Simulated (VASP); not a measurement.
# TiC (P6_3/mmc) in VASP: further runs

Runs on TiC. Level: PBE. Tasks: single point, relaxation of cell and atoms.

All numbers are computed with VASP 6.6.1; they aren't measurements. Logs are shortened: lines on timing, memory, paths and dates and some standing lists are left out, and cuts for length are marked.

### 1 The cell of the first run

Symmetry: P6_3/mmc, No. 194, hexagonal system. The conventional cell has a = 3.088 Å, b = 3.088 Å, c = 9.877 Å, α = 90.00°, β = 90.00°, γ = 120.00°. Within 2.9 Å of Ti (site symmetry -6m2) lie 6 C at 2.17 Å. Ti (site symmetry -3m) has 6 C at 2.16 Å within 2.9 Å. C (site symmetry 3m) has 6 Ti at 2.16 to 2.17 Å and 1 C at 2.49 Å within 2.9 Å.

### 2 Single point, PBE

Contents of INCAR:

```
  PREC = Accurate
  ENCUT = 520
  EDIFF = 1E-6
  ISMEAR = 0
  SIGMA = 0.1
  LREAL = F
  LASPH = T
  NELM = 100
  ALGO = Normal
  ISIF = 2
  LWAVE = F
  LCHARG = F
  GGA = PE
  NBANDS = 42
```

Contents of KPOINTS:

```
Automatic mesh
0
Gamma
  6 6 2
```

Contents of POSCAR:

```
TiC
1.0
    3.0879802270      0.0000000028      0.0000000000
   -1.5439901160      2.6742693215      0.0000000000
    0.0000000000      0.0000000000      9.8771536596
Ti C
4 4
Direct
    0.6666666667      0.3333333333      0.7500000000
    0.0000000000      0.0000000000      0.0000000000
    0.3333333333      0.6666666667      0.2500000000
    0.0000000000      0.0000000000      0.5000000000
    0.3333333333      0.6666666667      0.8760143831
    0.6666666667      0.3333333333      0.1239856169
    0.6666666667      0.3333333333      0.3760143831
    0.3333333333      0.6666666667      0.6239856169
```

Potentials or basis: VASP PAW PBE potentials, release 64 (Ti_sv, C).

The run is started by

```
$ cat potpaw_PBE.64/Ti_sv/POTCAR potpaw_PBE.64/C/POTCAR > POTCAR
$ mpirun -np 1 vasp_std > vasp.out
```

OUTCAR:

```text
PREC = Accurate
   ENCUT = 520
   EDIFF = 1E-6
   ISMEAR = 0
   LREAL = F
   LASPH = T
   NELM = 100
   ISIF = 2
   GGA = PE

 ion  position               nearest neighbor table
   1  0.667  0.333  0.750-   5 2.17   8 2.17   5 2.17   8 2.17   5 2.17   8 2.17
   2  0.000  0.000  0.000-   5 2.16   6 2.16   5 2.16   6 2.16   6 2.16   5 2.16
   3  0.333  0.667  0.250-   6 2.17   7 2.17   6 2.17   7 2.17   6 2.17   7 2.17
   4  0.000  0.000  0.500-   7 2.16   8 2.16   8 2.16   7 2.16   7 2.16   8 2.16
   5  0.333  0.667  0.876-   2 2.16   2 2.16   2 2.16   1 2.17   1 2.17   1 2.17
   6  0.667  0.333  0.124-   2 2.16   2 2.16   2 2.16   3 2.17   3 2.17   3 2.17
   7  0.667  0.333  0.376-   4 2.16   4 2.16   4 2.16   3 2.17   3 2.17   3 2.17
   8  0.333  0.667  0.624-   4 2.16   4 2.16   4 2.16   1 2.17   1 2.17   1 2.17

  LATTYP: Found a hexagonal cell.
 ALAT       =     3.0879802270
 C/A-ratio  =     3.1985806040

  Lattice vectors:

 A1 = (   3.0879802270,   0.0000000028,   0.0000000000)
 A2 = (  -1.5439901160,   2.6742693215,   0.0000000000)
 A3 = (   0.0000000000,   0.0000000000,   9.8771536596)

Analysis of symmetry for initial positions (statically):
=====================================================================
 Subroutine PRICEL returns:
 Original cell was already a primitive cell.

 Routine SETGRP: Setting up the symmetry group for a
 hexagonal supercell.

 Subroutine GETGRP returns: Found 24 space group operations
 (whereof 12 operations were pure point group operations)
 out of a pool of 24 trial point group operations.

The static configuration has the point symmetry D_3d.
 The point group associated with its full space group is D_6h.

Analysis of symmetry for dynamics (positions and initial velocities):
=====================================================================
 Subroutine PRICEL returns:
 Original cell was already a primitive cell.

 Routine SETGRP: Setting up the symmetry group for a
 hexagonal supercell.

 Subroutine GETGRP returns: Found 24 space group operations
 (whereof 12 operations were pure point group operations)
 out of a pool of 24 trial point group operations.

The dynamic configuration has the point symmetry D_3d.
 The point group associated with its full space group is D_6h.

 Subroutine INISYM returns: Found 24 space group operations
 (whereof 12 operations are pure point group operations),
 and found     1 'primitive' translations

----------------------------------------------------------------------------------------

                                     Primitive cell

  volume of cell :      81.5664

  direct lattice vectors                    reciprocal lattice vectors
     3.087980227  0.000000003  0.000000000     0.323836270  0.186966958  0.000000000
    -1.543990116  2.674269322  0.000000000    -0.000000000  0.373933916  0.000000000
     0.000000000  0.000000000  9.877153660     0.000000000  0.000000000  0.101243742

  length of vectors
     3.087980227  3.087980227  9.877153660     0.373933916  0.373933916  0.101243742

  position of ions in fractional coordinates (direct lattice)
     0.666666667  0.333333333  0.750000000
     0.000000000  0.000000000  0.000000000
     0.333333333  0.666666667  0.250000000
     0.000000000  0.000000000  0.500000000
     0.333333333  0.666666667  0.876014383
     0.666666667  0.333333333  0.123985617
     0.666666667  0.333333333  0.376014383
     0.333333333  0.666666667  0.623985617

  ion indices of the primitive-cell ions
   primitive index   ion index
                 1           1
                 2           2
                 3           3
                 4           4
                 5           5
                 6           6
                 7           7
                 8           8

----------------------------------------------------------------------------------------

 KPOINTS: Automatic mesh

Automatic generation of k-mesh.
 Grid dimensions read from file:
 generate k-points for:    6    6    2

 Generating k-lattice:

  Cartesian coordinates                     Fractional coordinates (reciprocal lattice)
     0.053972712  0.031161160  0.000000000     0.166666667 -0.000000000  0.000000000
    -0.000000000  0.062322319  0.000000000     0.000000000  0.166666667  0.000000000
     0.000000000  0.000000000  0.050621871     0.000000000  0.000000000  0.500000000

  Length of vectors
     0.062322319  0.062322319  0.050621871

  Shift w.r.t. Gamma in fractional coordinates (k-lattice)
     0.000000000  0.000000000  0.000000000

 Subroutine IBZKPT returns following result:
 ===========================================

 Found     14 irreducible k-points:

 Following reciprocal coordinates:
            Coordinates               Weight
  0.000000  0.000000  0.000000      1.000000
  0.166667 -0.000000  0.000000      6.000000
  0.333333 -0.000000  0.000000      6.000000
  0.500000  0.000000  0.000000      3.000000
  0.166667  0.166667  0.000000      6.000000
  0.333333  0.166667  0.000000     12.000000
  0.333333  0.333333  0.000000      2.000000
  0.000000  0.000000  0.500000      1.000000
  0.166667 -0.000000  0.500000      6.000000
  0.333333 -0.000000  0.500000      6.000000
  0.500000  0.000000  0.500000      3.000000
  0.166667  0.166667  0.500000      6.000000
  0.333333  0.166667  0.500000     12.000000
  0.333333  0.333333  0.500000      2.000000
   k-points           NKPTS =     14   k-points in BZ     NKDIM =     14   number of bands    NBANDS=     42
   number of dos      NEDOS =    301   number of ions     NIONS =      8
   total plane-waves  NPLWV =  46080
   dimension x,y,z NGX =    24 NGY =   24 NGZ =   80
   dimension x,y,z NGXF=    48 NGYF=   48 NGZF=  160
   ions per type =               4   4
   NGX,Y,Z   is equivalent  to a cutoff of  12.92, 12.92, 13.47 a.u.
   NGXF,Y,Z  is equivalent  to a cutoff of  25.84, 25.84, 26.93 a.u.
 SYSTEM =  unknown system
   PREC   = accura    normal or accurate (medium, high low for compatibility)
   ISTART =      0    job   : 0-new  1-cont  2-samecut
   ICHARG =      2    charge: 1-file 2-atom 10-const
   ISPIN  =      1    spin polarized calculation?
   LNONCOLLINEAR =      F non collinear calculations
   LSORBIT =      F    spin-orbit coupling
   LASPH  =      T    aspherical Exc in radial PAW
   ENCUT  =  520.0 eV  38.22 Ry    6.18 a.u.   5.74  5.74 18.36*2*pi/ulx,y,z
   NELM   =    100;   NELMIN=  2; NELMDL= -5     # of ELM steps
   EDIFF  = 0.1E-05   stopping-criterion for ELM
   LREAL  =      F    real-space projection
   EDIFFG = 0.1E-04   stopping-criterion for IOM
   NSW    =      0    number of steps for IOM
   IBRION =     -1    ionic relax: 0-MD 1-quasi-New 2-CG
   NFREE  =      0    steps in history (QN), initial steepest desc. (CG)
   ISIF   =      2    stress and relaxation
   ISYM   =      2    0-nonsym 1-usesym 2-fastsym
   POTIM  = 0.5000    time-step for ionic-motion
   TEBEG  =    0.0;   TEEND  =   0.0 temperature during run
   PSTRESS=    0.0 pullay stress
   NELECT =      64.0000    total number of electrons
   NUPDOWN=      -1.0000    fix difference up-down
   EMIN   =  10.00;   EMAX   =-10.00  energy-range for DOS
   EFERMI =   0.00;   METHOD = LEGACY
   ISMEAR =     0;   SIGMA  =   0.10  broadening in eV -4-tet -1-fermi 0-gaus
   EFERMI_NEDOS =   21; number of points for ismear=-14 and -15
   IALGO  =     38    algorithm
   IMIX   =      4    mixing-type and parameters
     AMIX     =   0.40;   BMIX     =  1.00
     AMIX_MAG =   1.60;   BMIX_MAG =  1.00
  volume/ion in A,a.u.               =      10.20        68.80
  Fermi-wavevector in a.u.,A,eV,Ry     =   1.509956  2.853403 31.020842  2.279968
  Thomas-Fermi vector in A             =   2.620210
   LORBIT       =      0    0 simple, 1 ext, 2 COOP (PROOUT), +10 PAW based schemes
   GGA     = PE    functional components
   LHFCALC =     F    Hartree Fock is set to
   AEXX    =    0.0000 exact exchange contribution
   IVDW    =     0    specifies the selected vdW correction
   LEPSILON=     F    determine dielectric tensor
   LRPA    =     F    only Hartree local field effects (RPA)
 non-spin polarized calculation
 Gauss-broadening in eV      SIGMA  =   0.10
  energy-cutoff  :      520.00
  volume of cell :       81.57
 maximum number of plane-waves:      2228
 NGX is ok and might be reduce to    24
   NGX = 11   NGY = 11   NGZ = 37

 number of electron      63.9999988 magnetization

 Free energy of the ion-electron system (eV)
  ---------------------------------------------------
  ext. energy  EPLUGINS =         0.00000000
  ---------------------------------------------------
  free energy    TOTEN  =       -74.08872614 eV

  energy without entropy =      -74.07854478  energy(sigma->0) =      -74.08363546

 E-fermi :   9.4270     XC(G=0): -12.6693

 val. band max:        9.4167162700   @ k =   0.1667   0.1667   0.0000
 cond. band min:       9.7355916957   @ k =   0.3333   0.1667   0.0000
 fundamental gap:      0.3188754256
 Fermi energy:         9.4269804191

 k-point     1 :       0.0000    0.0000    0.0000
  band No.  band energies     occupation
      1     -47.1328      2.00000
      2     -47.1071      2.00000
      3     -47.0747      2.00000
      4     -47.0487      2.00000
      5     -23.6411      2.00000
      6     -23.4039      2.00000
[... 34 lines left out ...]
     41      12.1653      0.00000
     42      12.3417      0.00000

 k-point     2 :       0.1667   -0.0000    0.0000
  band No.  band energies     occupation
      1     -47.1176      2.00000
      2     -47.0960      2.00000
      3     -47.0637      2.00000
      4     -47.0418      2.00000
      5     -23.5949      2.00000
      6     -23.4383      2.00000
[... 34 lines left out ...]
     41      12.9318      0.00000
     42      13.1593      0.00000

 k-point     3 :       0.3333   -0.0000    0.0000
  band No.  band energies     occupation
      1     -47.0851      2.00000
      2     -47.0737      2.00000
      3     -47.0415      2.00000
      4     -47.0299      2.00000
      5     -23.5842      2.00000
      6     -23.5272      2.00000
[... 34 lines left out ...]
     41      13.1184      0.00000
     42      13.1852      0.00000

 k-point     4 :       0.5000    0.0000    0.0000
  band No.  band energies     occupation
      1     -47.0670      2.00000
      2     -47.0625      2.00000
      3     -47.0303      2.00000
      4     -47.0258      2.00000
      5     -23.6691      2.00000
      6     -23.5928      2.00000
[... 394 lines left out ...]
     41      13.4034      0.00000
     42      13.4060      0.00000

 k-point    13 :       0.3333    0.1667    0.5000
  band No.  band energies     occupation
      1     -47.0649      2.00000
      2     -47.0649      2.00000
      3     -47.0279      2.00000
      4     -47.0279      2.00000
      5     -23.5902      2.00000
      6     -23.5902      2.00000
[... 34 lines left out ...]
     41      12.9814      0.00000
     42      12.9814      0.00000

 k-point    14 :       0.3333    0.3333    0.5000
  band No.  band energies     occupation
      1     -47.0569      2.00000
      2     -47.0569      2.00000
      3     -47.0248      2.00000
      4     -47.0248      2.00000
      5     -23.5490      2.00000
      6     -23.5490      2.00000
[... 34 lines left out ...]
     41      12.8617      0.00000
     42      12.8617      0.00000

------------------------ aborting loop because EDIFF is reached ----------------------------------------

  FORCE on cell =-STRESS in cart. coord.  units (eV):
  Direction    XX          YY          ZZ          XY          YZ          ZX
  --------------------------------------------------------------------------------------
  -------------------------------------------------------------------------------------
  Total        0.0425858      0.0425858     -0.0329838     -0.0000000      0.0000000      0.0000000
  in kB        0.8364954      0.8364954     -0.6478880     -0.0000000      0.0000000      0.0000000
  external PRESSURE =       0.3417009 kB  Pullay stress =       0.0000000 kB

 VOLUME and BASIS-vectors are now :
 -----------------------------------------------------------------------------
  energy-cutoff  :      520.00
  volume of cell :       81.57
      direct lattice vectors                 reciprocal lattice vectors
     3.087980227  0.000000003  0.000000000     0.323836270  0.186966958  0.000000000
    -1.543990116  2.674269322  0.000000000    -0.000000000  0.373933916  0.000000000
     0.000000000  0.000000000  9.877153660     0.000000000  0.000000000  0.101243742

 POSITION                                       TOTAL-FORCE (eV/Angst)
 -----------------------------------------------------------------------------------
      1.54399      0.89142      7.40787        -0.000000     -0.000000      0.000000
      0.00000      0.00000      0.00000         0.000000     -0.000000      0.000000
     -0.00000      1.78285      2.46929         0.000000      0.000000     -0.000000
      0.00000      0.00000      4.93858         0.000000     -0.000000      0.000000
     -0.00000      1.78285      8.65253         0.000000     -0.000000      0.002372
      1.54399      0.89142      1.22462        -0.000000      0.000000     -0.002372
      1.54399      0.89142      3.71395        -0.000000     -0.000000      0.002372
     -0.00000      1.78285      6.16320         0.000000      0.000000     -0.002372
 -----------------------------------------------------------------------------------
    total drift:                               -0.000000      0.000000     -0.000000

  FREE ENERGIE OF THE ION-ELECTRON SYSTEM (eV)
  ---------------------------------------------------
  free  energy   TOTEN  =       -74.0887261417 eV

  energy  without entropy=      -74.0785447787  energy(sigma->0) =      -74.08363546
```

It took 57 s on 1 thread of Intel Xeon Platinum 8259CL at 2.50GHz (Skylake/Cascade Lake), shared host; peak memory 0.2 GiB.

Results:

```
Free energy            : -74.0887 eV
Pressure               : 0.0 GPa
Band gap on the k mesh : zero (bands 32 and 33 overlap by 0.79 eV)
```

Forces in eV/Å, atoms in the order of the input:
```
Ti   0.000  0.000  0.000
Ti   0.000  0.000  0.000
Ti   0.000  0.000  0.000
Ti   0.000  0.000  0.000
C    0.000  0.000  0.002
C    0.000  0.000 -0.002
C    0.000  0.000  0.002
C    0.000  0.000 -0.002
```

Stress tensor (GPa, compression positive):
```
 0.08  0.00  0.00
 0.00  0.08  0.00
 0.00  0.00 -0.06
```

Levels at points of the mesh, in eV from the Fermi level:
| k point | band 30 | band 31 | band 32 | band 33 | band 34 | band 35 |
| --- | --- | --- | --- | --- | --- | --- |
| (0.00, 0.00, 0.00) | -0.07 | -0.07 | 0.78 | 0.90 | 0.90 | 1.24 |
| (0.50, 0.00, 0.00) | -1.84 | -1.47 | -0.41 | 0.77 | 1.35 | 1.94 |
| (0.00, 0.00, 0.50) | -0.82 | -0.43 | -0.43 | 1.68 | 1.68 | 1.68 |
| (0.50, 0.00, 0.50) | -1.85 | -0.97 | -0.97 | 0.94 | 0.94 | 2.59 |

Caveat: the k points lie up to 0.39 Å⁻¹ apart, too coarse for converged energies and pressures of a metal.

### 3 Single point, PBE

This run uses another cell than the first one, of 11.09 Å³/atom.

Contents of INCAR:

```
SYSTEM = TiC
  PREC = Accurate
  ENCUT = 520
  EDIFF = 1E-6
  ISMEAR = 0
  SIGMA = 0.1
  LREAL = .False.
  LASPH = .True.
  NELM = 60
  ALGO = Normal
  ISIF = 2
  LWAVE = .False.
  LCHARG = .True.
  GGA = PE
  LELF = .True.
  LVHAR = .True.
  NBANDS = 42
```

Contents of KPOINTS:

```
regular mesh
0
Gamma
  6 6 2
  0 0 0
```

Contents of POSCAR:

```
TiC
1.0
    3.1443712500      0.0000000000      0.0000000000
   -1.5721856300      2.7231053800      0.0000000000
    0.0000000000      0.0000000000     10.3612669200
Ti C
4 4
Direct
    0.6666666700      0.3333333300      0.7500000000
    0.0000000000      0.0000000000      0.0000000000
    0.3333333300      0.6666666700      0.2500000000
    0.0000000000      0.0000000000      0.5000000000
    0.3333333300      0.6666666700      0.8750000000
    0.6666666700      0.3333333300      0.1250000000
    0.6666666700      0.3333333300      0.3750000000
    0.3333333300      0.6666666700      0.6250000000
```

Potentials or basis: VASP PAW PBE potentials, release 64 (Ti_sv, C).

The run is started by

```
$ cat potpaw_PBE.64/Ti_sv/POTCAR potpaw_PBE.64/C/POTCAR > POTCAR
$ mpirun -np 1 vasp_std > vasp.out
```

It took 71 s on 1 thread of Intel Xeon Platinum 8259CL at 2.50GHz (Skylake/Cascade Lake), shared host; peak memory 0.21 GiB.

It converged, with:

```
Free energy            : -73.6277 eV
Pressure               : -17.2 GPa
Largest force          : 0.228 eV/Å
Band gap on the k mesh : zero (bands 32 and 33 overlap by 0.52 eV)
```

Forces on the atoms (eV/Å):
```
Ti   0.000  0.000  0.000
Ti   0.000  0.000  0.000
Ti   0.000  0.000  0.000
Ti   0.000  0.000  0.000
C    0.000  0.000  0.228
C    0.000  0.000 -0.228
C    0.000  0.000  0.228
C    0.000  0.000 -0.228
```

Stress tensor (GPa, compression positive):
```
-14.26   0.00   0.00
  0.00 -14.26   0.00
  0.00   0.00 -23.19
```

Levels at points of the mesh, in eV from the Fermi level:
```tsv
k point	band 29	band 30	band 31	band 32	band 33	band 34	band 35	band 36
(0.00, 0.00, 0.00)	-1.30	-0.06	-0.06	0.51	0.78	0.78	1.15	1.15
(0.50, 0.00, 0.00)	-1.86	-1.71	-1.34	-0.37	0.42	1.12	1.49	2.39
(0.00, 0.00, 0.50)	-0.72	-0.72	-0.65	-0.65	1.48	1.48	1.48	1.48
(0.50, 0.00, 0.50)	-1.77	-1.77	-0.91	-0.91	0.63	0.63	2.14	2.14
```

Caveat: the k points lie up to 0.38 Å⁻¹ apart, too coarse for converged energies and pressures of a metal.

### 4 Single point, PBE

Contents of INCAR:

```
PREC = Accurate
ENCUT = 520
EDIFF = 1E-6
ISMEAR = 0
SIGMA = 0.1
LREAL = F
LASPH = T
NELM = 100
ALGO = Normal
ISIF = 2
LWAVE = F
LCHARG = F
GGA = PE
NBANDS = 42
```

Contents of KPOINTS:

```
regular mesh
0
Gamma
  12 12 4
```

Contents of POSCAR:

```
TiC
1.0
    3.1011933223      0.0000000000      0.0000000000
   -1.5505966612      2.6857121992      0.0000000000
    0.0000000000      0.0000000000      9.7826732340
Ti C
4 4
Direct
    0.6666666667      0.3333333333      0.7500000000
    0.0000000000      0.0000000000      0.0000000000
    0.3333333333      0.6666666667      0.2500000000
    0.0000000000      0.0000000000      0.5000000000
    0.3333333333      0.6666666667      0.8754597417
    0.6666666667      0.3333333333      0.1245402583
    0.6666666667      0.3333333333      0.3754597417
    0.3333333333      0.6666666667      0.6245402583
```

The run is started by

```
$ cat potpaw_PBE.64/Ti_sv/POTCAR potpaw_PBE.64/C/POTCAR > POTCAR
$ mpirun -np 1 vasp_std > vasp.out
```

Run time: 2.8 min. Hardware: 1 thread of Intel Xeon Platinum 8259CL at 2.50GHz (Skylake/Cascade Lake), shared host; peak memory 0.29 GiB.

Results (log left out):

- Free energy: -74.1006 eV
- Pressure: 0.2 GPa
- Band gap on the k mesh: zero (bands 32 and 33 overlap by 0.89 eV)

Stress tensor (GPa, compression positive):
```
0.19 0.00 0.00
0.00 0.19 0.00
0.00 0.00 0.11
```

Levels at points of the mesh, in eV from the Fermi level:
```csv
k point,band 28,band 29,band 30,band 31,band 32,band 33,band 34,band 35,band 36,band 37
"(0.00, 0.00, 0.00)",-1.75,-1.75,-0.33,-0.33,0.64,0.68,0.68,0.98,0.98,2.14
"(0.50, 0.00, 0.00)",-2.44,-2.28,-2.10,-1.68,-0.71,0.66,1.19,1.80,2.52,2.53
"(0.00, 0.00, 0.50)",-1.09,-1.09,-1.09,-0.55,-0.55,1.44,1.44,1.44,1.44,1.60
"(0.50, 0.00, 0.50)",-2.90,-2.04,-2.04,-1.25,-1.25,0.81,0.81,2.42,2.42,2.63
```

(Part 1 of 2 ends here.)
